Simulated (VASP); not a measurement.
A run of VASP 6.6.1 is set up as follows.

File POSCAR:

```
Ti
1.0
    2.9282422603      0.0000000000      0.0000000000
   -1.4641211301      2.5359321858      0.0000000000
    0.0000000000      0.0000000000      4.6248179356
Ti
2
Direct
    0.3333333333      0.6666666667      0.2500000000
    0.6666666667      0.3333333333      0.7500000000
```

INCAR.step1

```
SYSTEM = Ti
ALGO = Normal ; EDIFF = 1E-4
ENCUT = 520 ; GGA = PE
ISMEAR = 0 ; LASPH = .TRUE.
LCHARG = .FALSE. ; LREAL = .FALSE.
LWAVE = .TRUE. ; NBANDS = 19
NELM = 60 ; PREC = Accurate
SIGMA = 0.1
```

File INCAR.step2:

```
SYSTEM = Ti
ALGO = Normal ; BPARAM = 11.95
CPARAM = 0.0093 ; EDIFF = 1E-6
ENCUT = 520 ; ISIF = 2
ISMEAR = 0 ; ISTART = 1
IVDW_NL = 2 ; LASPH = .TRUE.
LCHARG = .FALSE. ; LMIXTAU = .TRUE.
LREAL = .FALSE. ; LUSE_VDW = .TRUE.
LWAVE = .FALSE. ; METAGGA = R2SCAN
NBANDS = 19 ; NELM = 60
PREC = Accurate ; SIGMA = 0.1
```

File KPOINTS:

```
k-points
0
G
  18 18 10
  0 0 0
```

Potentials or basis: VASP PAW PBE potentials, release 64 (Ti_sv).

Command:

```bash
$ cat potpaw_PBE.64/Ti_sv/POTCAR > POTCAR
$ cp INCAR.step1 INCAR
$ mpirun -np 1 vasp_std > vasp.out
$ cp INCAR.step2 INCAR
$ mpirun -np 1 vasp_std > vasp.out
```

(1) Estimate the pressure.

(2) Predict the band gap on the k mesh.

Answers

(1) 0.4 GPa.

(2) zero (bands 12 and 13 overlap by 1.25 eV).

Caveat: the PAW data sets were made with another functional, which shifts forces and pressure a little.
